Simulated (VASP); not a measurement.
A run of VASP 6.6.1:

The input INCAR:

```
  PREC = Accurate
  ENCUT = 600
  EDIFF = 1E-8
  ISMEAR = 0
  SIGMA = 0.01
  LREAL = F
  LASPH = T
  NELM = 100
  ALGO = Normal
  ISIF = 3
  LWAVE = F
  LCHARG = F
  GGA = CA
  IBRION = 6
  NFREE = 2
  POTIM = 0.015
  NSW = 1
```

KPOINTS

```
Automatic mesh
0
Gamma
  10 10 10
```

POSCAR

```
MgO
1.0
    0.0000000000      2.0796058485      2.0796058485
    2.0796058485      0.0000000000      2.0796058485
    2.0796058485      2.0796058485      0.0000000000
Mg O
1 1
Direct
    0.0000000000      0.0000000000      0.0000000000
    0.5000000000      0.5000000000      0.5000000000
```

Potentials or basis: VASP PAW LDA potentials, release 64 (Mg, O).

Run with:

```sh
$ cat potpaw_LDA.64/Mg/POTCAR potpaw_LDA.64/O/POTCAR > POTCAR
$ mpirun -np 1 vasp_std > vasp.out
```

Hardware: 1 thread of Intel Xeon 8259CL (shared host).

Q: How long does it take, and how much memory?

A: It took 5.5 min on 1 thread of Intel Xeon 8259CL, on a shared host, peak memory 0.22 GiB. Counts: scf iterations 144, k points 47.
